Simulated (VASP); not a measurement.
Input of a VASP 6.6.1 run:

INCAR

```
PREC = Accurate
ENCUT = 520
EDIFF = 1E-6
ISMEAR = 0
SIGMA = 0.01
LREAL = F
LASPH = T
NELM = 100
ALGO = Normal
ISIF = 2
LWAVE = F
LCHARG = F
GGA = PE
NBANDS = 16
```

Contents of KPOINTS:

```
regular mesh
0
Gamma
  4 4 4
```

The input POSCAR:

```
ZnSe
1.0
    0.0000000000      2.8324246769      2.8324246769
    2.8324246769      0.0000000000      2.8324246769
    2.8324246769      2.8324246769      0.0000000000
Zn Se
1 1
Direct
    0.0000000000      0.0000000000      0.0000000000
    0.2500000000      0.2500000000      0.2500000000
```

Potentials or basis: VASP PAW PBE potentials, release 64 (Zn, Se).

Launch:

```sh
$ cat potpaw_PBE.64/Zn/POTCAR potpaw_PBE.64/Se/POTCAR > POTCAR
$ mpirun -np 1 vasp_std > vasp.out
```

Question: Predict the band gap on the k mesh.

Answer: 1.28 eV.

Question: Predict the pressure.

Answer: 2.8 GPa.

Caveat: the k points lie up to 0.48 Å⁻¹ apart.
